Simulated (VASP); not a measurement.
# GaN (I4/mmm) in VASP: further runs

The runs below take GaN through single point, with PBE.

All numbers are computed with VASP 6.6.1; they aren't measurements. Logs are shortened: lines on timing, memory, paths and dates and some standing lists are left out, and cuts for length are marked.

## 1. The cell of the first run

Symmetry: I4/mmm, No. 139, tetragonal system. Conventional cell: a = 2.863 Å, b = 2.863 Å, c = 4.406 Å, α = 90.00°, β = 90.00°, γ = 90.00°. Ga (site symmetry 4/mmm) has 6 N at 2.02 to 2.20 Å within 2.7 Å. N (site symmetry 4/mmm) has 6 Ga at 2.02 to 2.20 Å within 2.7 Å.

## 2. Single point, PBE (epitaxial xy strain -4.0%)

Contents of INCAR:

```
SYSTEM = GaN
PREC = Accurate ; ENCUT = 520
EDIFF = 1E-6 ; ISMEAR = -1
SIGMA = 0.02 ; LREAL = .FALSE.
LASPH = .TRUE. ; NELM = 100
ALGO = Normal ; ISIF = 2
LWAVE = .FALSE. ; LCHARG = .TRUE.
GGA = PE ; LELF = .TRUE.
LVHAR = .TRUE. ; NBANDS = 16
```

Contents of KPOINTS:

```
Automatic mesh
0
G
  10 10 10
  0 0 0
```

Contents of POSCAR:

```
GaN
1.0
    0.0000000000      2.0241746275      2.2029881915
    2.0241746275      0.0000000000      2.2029881915
    2.0241746275      2.0241746275      0.0000000000
Ga N
1 1
Direct
    0.0000000000      0.0000000000      0.0000000000
    0.5000000000      0.5000000000      0.5000000000
```

Potentials or basis: VASP PAW PBE potentials, release 64 (Ga_d, N).

Launch:

```
> cat potpaw_PBE.64/Ga_d/POTCAR potpaw_PBE.64/N/POTCAR > POTCAR
> mpirun -np 1 vasp_std > vasp.out
```

OUTCAR:

```text
SYSTEM = GaN
   PREC = Accurate
   ENCUT = 520
   EDIFF = 1E-6
   ISMEAR = -1
   LREAL = .FALSE.
   LASPH = .TRUE.
   NELM = 100
   ISIF = 2
   GGA = PE

 ion  position               nearest neighbor table
   1  0.000  0.000  0.000-   2 2.02   2 2.02   2 2.02   2 2.02   2 2.20   2 2.20
   2  0.500  0.500  0.500-   1 2.02   1 2.02   1 2.02   1 2.02   1 2.20   1 2.20

  LATTYP: Found a body centered tetragonal cell.
 ALAT       =     2.8626152108
 C/A-ratio  =     1.5391437754

  Lattice vectors:

 A1 = (  -2.0241746275,   0.0000000000,   2.2029881915)
 A2 = (   2.0241746275,   0.0000000000,   2.2029881915)
 A3 = (   0.0000000000,   2.0241746275,  -2.2029881915)

Analysis of symmetry for initial positions (statically):
=====================================================================
 Subroutine PRICEL returns:
 Original cell was already a primitive cell.

 Routine SETGRP: Setting up the symmetry group for a
 body centered tetragonal supercell.

 Subroutine GETGRP returns: Found 16 space group operations
 (whereof 16 operations were pure point group operations)
 out of a pool of 16 trial point group operations.

The static configuration has the point symmetry D_4h.

Analysis of symmetry for dynamics (positions and initial velocities):
=====================================================================
 Subroutine PRICEL returns:
 Original cell was already a primitive cell.

 Routine SETGRP: Setting up the symmetry group for a
 body centered tetragonal supercell.

 Subroutine GETGRP returns: Found 16 space group operations
 (whereof 16 operations were pure point group operations)
 out of a pool of 16 trial point group operations.

The dynamic configuration has the point symmetry D_4h.

 Subroutine INISYM returns: Found 16 space group operations
 (whereof 16 operations are pure point group operations),
 and found     1 'primitive' translations

----------------------------------------------------------------------------------------

                                     Primitive cell

  volume of cell :      18.0525

  direct lattice vectors                    reciprocal lattice vectors
     0.000000000  2.024174627  2.202988191    -0.247014261  0.247014261  0.226964449
     2.024174627  0.000000000  2.202988191     0.247014261 -0.247014261  0.226964449
     2.024174627  2.024174627  0.000000000     0.247014261  0.247014261 -0.226964449

  length of vectors
     2.991728580  2.991728580  2.862615211     0.416587267  0.416587267  0.416587267

  position of ions in fractional coordinates (direct lattice)
     0.000000000  0.000000000  0.000000000
     0.500000000  0.500000000  0.500000000

  ion indices of the primitive-cell ions
   primitive index   ion index
                 1           1
                 2           2

----------------------------------------------------------------------------------------

 KPOINTS: Automatic mesh

Automatic generation of k-mesh.
 Grid dimensions read from file:
 generate k-points for:   10   10   10

 Generating k-lattice:

  Cartesian coordinates                     Fractional coordinates (reciprocal lattice)
    -0.024701426  0.024701426  0.022696445     0.100000000  0.000000000  0.000000000
     0.024701426 -0.024701426  0.022696445     0.000000000  0.100000000  0.000000000
     0.024701426  0.024701426 -0.022696445     0.000000000  0.000000000  0.100000000

  Length of vectors
     0.041658727  0.041658727  0.041658727

  Shift w.r.t. Gamma in fractional coordinates (k-lattice)
     0.000000000  0.000000000  0.000000000

 Subroutine IBZKPT returns following result:
 ===========================================

 Found    102 irreducible k-points:

 Following reciprocal coordinates:
            Coordinates               Weight
  0.000000  0.000000  0.000000      1.000000
  0.100000 -0.000000  0.000000      8.000000
  0.200000 -0.000000  0.000000      8.000000
  0.300000 -0.000000  0.000000      8.000000
  0.400000 -0.000000  0.000000      8.000000
  0.500000  0.000000  0.000000      4.000000
[... 16 lines left out ...]
  0.300000  0.300000  0.000000      2.000000
  0.400000  0.300000  0.000000      8.000000
 [... further k-points ...]
   k-points           NKPTS =    102   k-points in BZ     NKDIM =    102   number of bands    NBANDS=     16
   number of dos      NEDOS =    301   number of ions     NIONS =      2
   total plane-waves  NPLWV =  13824
   dimension x,y,z NGX =    24 NGY =   24 NGZ =   24
   dimension x,y,z NGXF=    48 NGYF=   48 NGZF=   48
   ions per type =               1   1
   NGX,Y,Z   is equivalent  to a cutoff of  13.34, 13.34, 13.94 a.u.
   NGXF,Y,Z  is equivalent  to a cutoff of  26.67, 26.67, 27.88 a.u.
 SYSTEM =  GaN
   PREC   = accura    normal or accurate (medium, high low for compatibility)
   ISTART =      0    job   : 0-new  1-cont  2-samecut
   ICHARG =      2    charge: 1-file 2-atom 10-const
   ISPIN  =      1    spin polarized calculation?
   LNONCOLLINEAR =      F non collinear calculations
   LSORBIT =      F    spin-orbit coupling
   LASPH  =      T    aspherical Exc in radial PAW
   ENCUT  =  520.0 eV  38.22 Ry    6.18 a.u.   5.56  5.56  5.32*2*pi/ulx,y,z
   NELM   =    100;   NELMIN=  2; NELMDL= -5     # of ELM steps
   EDIFF  = 0.1E-05   stopping-criterion for ELM
   LREAL  =      F    real-space projection
   EDIFFG = 0.1E-04   stopping-criterion for IOM
   NSW    =      0    number of steps for IOM
   IBRION =     -1    ionic relax: 0-MD 1-quasi-New 2-CG
   NFREE  =      0    steps in history (QN), initial steepest desc. (CG)
   ISIF   =      2    stress and relaxation
   ISYM   =      2    0-nonsym 1-usesym 2-fastsym
   POTIM  = 0.5000    time-step for ionic-motion
   TEBEG  =    0.0;   TEEND  =   0.0 temperature during run
   PSTRESS=    0.0 pullay stress
   NELECT =      18.0000    total number of electrons
   NUPDOWN=      -1.0000    fix difference up-down
   EMIN   =  10.00;   EMAX   =-10.00  energy-range for DOS
   EFERMI =   0.00;   METHOD = LEGACY
   ISMEAR =    -1;   SIGMA  =   0.02  broadening in eV -4-tet -1-fermi 0-gaus
   EFERMI_NEDOS =   21; number of points for ismear=-14 and -15
   IALGO  =     38    algorithm
   IMIX   =      4    mixing-type and parameters
     AMIX     =   0.40;   BMIX     =  1.00
     AMIX_MAG =   1.60;   BMIX_MAG =  1.00
  volume/ion in A,a.u.               =       9.03        60.91
  Fermi-wavevector in a.u.,A,eV,Ry     =   1.635509  3.090664 36.394087  2.674890
  Thomas-Fermi vector in A             =   2.726970
   LORBIT       =      0    0 simple, 1 ext, 2 COOP (PROOUT), +10 PAW based schemes
   GGA     = PE    functional components
   LHFCALC =     F    Hartree Fock is set to
   AEXX    =    0.0000 exact exchange contribution
   IVDW    =     0    specifies the selected vdW correction
   LEPSILON=     F    determine dielectric tensor
   LRPA    =     F    only Hartree local field effects (RPA)
 non-spin polarized calculation
  energy-cutoff  :      520.00
  volume of cell :       18.05
 maximum number of plane-waves:       500
 NGX is ok and might be reduce to    24
   NGX = 11   NGY = 11   NGZ = 11

 number of electron      17.9999998 magnetization

 Free energy of the ion-electron system (eV)
  ---------------------------------------------------
  ext. energy  EPLUGINS =         0.00000000
  ---------------------------------------------------
  free energy    TOTEN  =       -11.05556002 eV

  energy without entropy =      -11.05556001  energy(sigma->0) =      -11.05556002

 E-fermi :   8.8968     XC(G=0): -13.3247

 val. band max:        8.6351676633   @ k =  -0.2000   0.2000   0.0000
 cond. band min:       9.1406897229   @ k =   0.5000   0.0000   0.5000
 fundamental gap:      0.5055220595
 Fermi energy:         8.8968219962

 k-point     1 :       0.0000    0.0000    0.0000
  band No.  band energies     occupation
      1      -9.3524      2.00000
      2      -5.5534      2.00000
      3      -5.4911      2.00000
      4      -5.4911      2.00000
      5      -5.4587      2.00000
      6      -5.3442      2.00000
[... 8 lines left out ...]
     15      24.8124      0.00000
     16      26.2482      0.00000

 k-point     2 :       0.1000   -0.0000    0.0000
  band No.  band energies     occupation
      1      -9.1486      2.00000
      2      -5.5462      2.00000
      3      -5.5045      2.00000
      4      -5.4795      2.00000
      5      -5.4580      2.00000
      6      -5.3704      2.00000
[... 8 lines left out ...]
     15      25.6287      0.00000
     16      25.6654      0.00000

 k-point     3 :       0.2000   -0.0000    0.0000
  band No.  band energies     occupation
      1      -8.5573      2.00000
      2      -5.5658      2.00000
      3      -5.5508      2.00000
      4      -5.4935      2.00000
      5      -5.4067      2.00000
      6      -5.3932      2.00000
[... 8 lines left out ...]
     15      26.1253      0.00000
     16      26.1740      0.00000

 k-point     4 :       0.3000   -0.0000    0.0000
  band No.  band energies     occupation
      1      -7.6541      2.00000
      2      -5.6446      2.00000
      3      -5.5811      2.00000
      4      -5.5791      2.00000
      5      -5.3490      2.00000
      6      -5.3232      2.00000
[... 8 lines left out ...]
     15      27.7915      0.00000
     16      28.0124      0.00000

 k-point     5 :       0.4000   -0.0000    0.0000
  band No.  band energies     occupation
      1      -6.6380      2.00000
      2      -5.7088      2.00000
      3      -5.6588      2.00000
      4      -5.6411      2.00000
      5      -5.3045      2.00000
      6      -5.2527      2.00000
[... 8 lines left out ...]
     15      30.1321      0.00000
     16      30.4725      0.00000

 k-point     6 :       0.5000    0.0000    0.0000
  band No.  band energies     occupation
      1      -5.9995      2.00000
      2      -5.7977      2.00000
      3      -5.7331      2.00000
      4      -5.6886      2.00000
      5      -5.2870      2.00000
      6      -5.2264      2.00000
[... 8 lines left out ...]
     15      32.3489      0.00000
     16      32.3872      0.00000

 k-point     7 :       0.1000    0.1000    0.0000
  band No.  band energies     occupation
      1      -9.1380      2.00000
      2      -5.5693      2.00000
      3      -5.4754      2.00000
      4      -5.4689      2.00000
      5      -5.4689      2.00000
      6      -5.3361      2.00000
[... 8 lines left out ...]
     15      27.2205      0.00000
     16      27.6164      0.00000

 k-point     8 :       0.2000    0.1000    0.0000
  band No.  band energies     occupation
      1      -8.7432      2.00000
      2      -5.5780      2.00000
      3      -5.5201      2.00000
      4      -5.4512      2.00000
      5      -5.4067      2.00000
      6      -5.3432      2.00000
[... 8 lines left out ...]
     15      26.9981      0.00000
     16      28.1298      0.00000

 k-point     9 :       0.3000    0.1000    0.0000
  band No.  band energies     occupation
      1      -8.0286      2.00000
      2      -5.6036      2.00000
      3      -5.5561      2.00000
      4      -5.4948      2.00000
      5      -5.3265      2.00000
      6      -5.2940      2.00000
[... 8 lines left out ...]
     15      26.8330      0.00000
     16      29.1003      0.00000
[... 172 lines left out ...]
 k-point    19 :       0.5000    0.2000    0.0000
  band No.  band energies     occupation
      1      -6.9992      2.00000
      2      -5.6430      2.00000
      3      -5.5484      2.00000
      4      -5.4774      2.00000
      5      -5.2659      2.00000
      6      -4.4174      2.00000
[... 8 lines left out ...]
     15      30.1253      0.00000
     16      33.2078      0.00000

 k-point    20 :      -0.4000    0.2000    0.0000
  band No.  band energies     occupation
      1      -6.6620      2.00000
      2      -5.6705      2.00000
      3      -5.6164      2.00000
      4      -5.5027      2.00000
      5      -5.2886      2.00000
      6      -4.3950      2.00000
[... 8 lines left out ...]
     15      29.6184      0.00000
     16      30.4493      0.00000

 k-point    21 :      -0.3000    0.2000    0.0000
  band No.  band energies     occupation
      1      -6.6739      2.00000
      2      -5.7156      2.00000
      3      -5.6399      2.00000
      4      -5.5739      2.00000
      5      -5.3340      2.00000
      6      -4.8753      2.00000
[... 8 lines left out ...]
     15      28.0353      0.00000
     16      30.7352      0.00000

 k-point    22 :      -0.2000    0.2000    0.0000
  band No.  band energies     occupation
      1      -7.2739      2.00000
      2      -5.7031      2.00000
      3      -5.6129      2.00000
      4      -5.5899      2.00000
      5      -5.3832      2.00000
      6      -5.1877      2.00000
[... 8 lines left out ...]
     15      26.8961      0.00000
     16      30.4592      0.00000

 k-point    23 :       0.3000    0.3000    0.0000
  band No.  band energies     occupation
      1      -7.9946      2.00000
      2      -5.6629      2.00000
      3      -5.3241      2.00000
      4      -5.3241      2.00000
      5      -5.2886      2.00000
      6      -4.9646      2.00000
[... 8 lines left out ...]
     15      34.2832      0.00000
     16      34.2839      0.00000

 k-point    24 :       0.4000    0.3000    0.0000
  band No.  band energies     occupation
      1      -7.7127      2.00000
      2      -5.6714      2.00000
      3      -5.3397      2.00000
      4      -5.3273      2.00000
      5      -5.2582      2.00000
      6      -4.4415      2.00000
[... 8 lines left out ...]
     15      34.4791      0.00000
     16      34.5778      0.00000

 [... further k-points ...]
[... 5 lines left out ...]
  --------------------------------------------------------------------------------------
  -------------------------------------------------------------------------------------
  Total        3.3135828      3.3135828      0.9147503      0.0000000     -0.0000000     -0.0000000
  in kB      294.0832546    294.0832546     81.1848541      0.0000000     -0.0000000     -0.0000000
  external PRESSURE =     223.1171211 kB  Pullay stress =       0.0000000 kB

 VOLUME and BASIS-vectors are now :
 -----------------------------------------------------------------------------
  energy-cutoff  :      520.00
  volume of cell :       18.05
      direct lattice vectors                 reciprocal lattice vectors
     0.000000000  2.024174627  2.202988191    -0.247014261  0.247014261  0.226964449
     2.024174627  0.000000000  2.202988191     0.247014261 -0.247014261  0.226964449
     2.024174627  2.024174627  0.000000000     0.247014261  0.247014261 -0.226964449

 POSITION                                       TOTAL-FORCE (eV/Angst)
 -----------------------------------------------------------------------------------
      0.00000      0.00000      0.00000         0.000000      0.000000      0.000000
      2.02417      2.02417      2.20299         0.000000      0.000000     -0.000000
 -----------------------------------------------------------------------------------
    total drift:                                0.000000     -0.000000     -0.000000

  FREE ENERGIE OF THE ION-ELECTRON SYSTEM (eV)
  ---------------------------------------------------
  free  energy   TOTEN  =       -11.0555600207 eV

  energy  without entropy=      -11.0555600095  energy(sigma->0) =      -11.05556002
```

It took 14 s on 1 thread of Intel Xeon Platinum 8488C (Sapphire Rapids), shared host; peak memory 0.16 GiB.

What came out:

- Free energy: -11.0556 eV
- Pressure: 22.3 GPa
- Band gap on the k mesh: 0.51 eV, indirect (least direct gap 2.97 eV)

Caveat: the cell differs from its parent crystal (epitaxial xy strain -4.0%). A k mesh can miss the band edges.

## 3. Single point, PBE (uniaxial z strain -0.5%)

Contents of INCAR:

```
SYSTEM = GaN
PREC = Accurate
ENCUT = 520
EDIFF = 1E-6
ISMEAR = -1
SIGMA = 0.02
LREAL = .False.
LASPH = .True.
NELM = 80
ALGO = Normal
ISIF = 2
LWAVE = .False.
LCHARG = .False.
GGA = PE
NBANDS = 16
```

Contents of KPOINTS:

```
Automatic mesh
0
Gamma
  10 10 10
  0 0 0
```

Contents of POSCAR:

```
GaN
1.0
    0.0000000000      2.1085152370      2.0979726608
    2.1085152370      0.0000000000      2.0979726608
    2.1085152370      2.1085152370      0.0000000000
Ga N
1 1
Direct
    0.0000000000      0.0000000000      0.0000000000
    0.5000000000      0.5000000000      0.5000000000
```

Potentials or basis: VASP PAW PBE potentials, release 64 (Ga_d, N).

Launch:

```
> cat potpaw_PBE.64/Ga_d/POTCAR potpaw_PBE.64/N/POTCAR > POTCAR
> mpirun -np 1 vasp_std > vasp.out
```

Wall time 14 s (1 thread of Intel Xeon Platinum 8488C (Sapphire Rapids), shared host); peak memory 0.15 GiB.

It converged, with:

| Property | Result |
| --- | --- |
| Free energy | -11.1793 eV |
| Pressure | 10.4 GPa |
| Band gap on the k mesh | 0.65 eV, indirect (least direct gap 2.88 eV) |

Stress tensor (GPa, compression positive):
```
10.01  0.00  0.00
 0.00 10.01  0.00
 0.00  0.00 11.08
```

Levels at points of the mesh, in eV from the valence-band top:
| k point | band 6 | band 7 | band 8 | band 9 | band 10 | band 11 | band 12 | band 13 |
| --- | --- | --- | --- | --- | --- | --- | --- | --- |
| (0.00, 0.00, 0.00) | -13.86 | -0.53 | -0.49 | -0.49 | 2.39 | 14.80 | 14.80 | 14.84 |
| (0.50, 0.00, 0.00) | -13.73 | -8.29 | -0.16 | -0.14 | 4.77 | 9.14 | 9.24 | 9.59 |
| (0.50, 0.50, 0.00) | -10.91 | -7.18 | -3.08 | -3.08 | 0.65 | 7.82 | 12.11 | 14.64 |
| (0.50, 0.00, 0.50) | -10.96 | -7.20 | -3.09 | -3.02 | 0.71 | 7.88 | 12.04 | 14.62 |

Caveat: the cell differs from its parent crystal (uniaxial z strain -0.5%). A k mesh can miss the band edges.
